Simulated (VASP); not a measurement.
## ScF3: density of states with LDA

Crystal: ScF3.

```
CELL_PARAMETERS angstrom
4.01245 0.00000 0.00000
0.00000 4.01245 0.00000
0.00000 0.00000 4.01245
ATOMIC_POSITIONS crystal
Sc 0.00000 0.00000 0.00000
F 0.50000 0.00000 0.00000
F 0.00000 0.50000 0.00000
F 0.00000 0.00000 0.50000
```

```json
{
 "Program": "VASP 6.6.1",
 "Task": "density of states",
 "Functional": "LDA",
 "Potentials or basis": "VASP PAW LDA potentials, release 64 (Sc_sv, F)",
 "Cutoff": "520 eV",
 "k mesh": "6 × 6 × 6",
 "Occupations": "fermi-dirac, width 0.02 eV",
 "Spin": "no spin polarisation",
 "Dipole correction": "no",
 "k mesh for the DOS": "9 × 9 × 9",
 "Occupations for the DOS": "tetrahedron",
 "Further INCAR settings": "ALGO = Normal; EDIFF = 1e-06"
}
```

```
Valence electrons inside the program's atomic spheres : Sc 9.46; F 6.10
```

Levels at points of the mesh, in eV from the valence-band top:
```tsv
k point	band 14	band 15	band 16	band 17	band 18	band 19
(0.00, 0.00, 0.00)	-0.51	-0.51	-0.51	6.20	6.20	6.20
```

It took 41 s on 1 thread of AMD EPYC 9R45 (Zen 5), on a shared host, peak memory 0.13 GiB.
